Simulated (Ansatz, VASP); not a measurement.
Two plane-wave programs on Cd

```xyz
2
Lattice="3.0128 0.0000 0.0000 -1.5064 2.6092 0.0000 0.0000 0.0000 5.8344" Properties=species:S:1:pos:R:3 pbc="T T T"
Cd    0.0000    1.7395    1.4586
Cd    1.5064    0.8697    4.3758
```

Alike in both runs: functional PBE; k mesh 18 × 18 × 8; occupations gaussian, width 0.1 eV; no spin polarisation.

Ansatz relaxed the structure, and its values are those at the end. VASP's run is a single point on that final structure, the one shown.

```csv
,VASP,Ansatz
version,VASP 6.6.1,Ansatz 0.2.0
potentials or method,"VASP PAW PBE potentials, release 64 (Cd), cutoff 520 eV","scalar-relativistic, plane waves, PAW"
valence electrons in the cell,24,40
```

```csv
,VASP,Ansatz,Ansatz less VASP
gap on the k mesh at the Fermi level (eV),none,none,-
pressure (GPa),0.3,0.0,-0.30
```

A gap of «none» marks a metal or a gap that the smearing closes. VASP's potentials hold 24 valence electrons a cell and Ansatz's 40, so a difference there can come from the potentials and not from the codes.
